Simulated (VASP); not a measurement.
The system is TePb.

```
CELL_PARAMETERS angstrom
4.54395 0.00000 0.00000
-2.27198 3.93518 0.00000
0.00000 0.00000 7.92576
ATOMIC_POSITIONS crystal
Pb 0.00000 0.00000 0.00000
Pb 0.00000 0.00000 0.50000
Te 0.33333 0.66667 0.25000
Te 0.66667 0.33333 0.75000
```

Base run:

```yaml
Program: VASP 6.6.1
Functional: PBE
Potentials_or_basis: VASP PAW PBE potentials, release 64 (Pb_d, Te)
Cutoff: 520 eV
k_mesh: 6 × 6 × 4
Occupations: fermi-dirac, width 0.02 eV
Spin: no spin polarisation
```

Its results: band gap on the k mesh 0.07 eV, indirect (least direct gap 0.18 eV); pressure 0.6 GPa.

The run is repeated on the same cell with these changes: functional from PBE to r2SCAN. What comes out?

Band gap on the k mesh 0.38 eV, indirect (least direct gap 0.48 eV); pressure 0.0 GPa.

r2SCAN gives the wider gap, since meta-GGAs in the generalised Kohn-Sham scheme recover part of the derivative discontinuity.

Caveats: spin-orbit coupling is left out, which moves the levels of the heavy elements; the PAW data sets were made with another functional, which shifts forces and pressure a little (some runs).

A k mesh can miss the band edges.
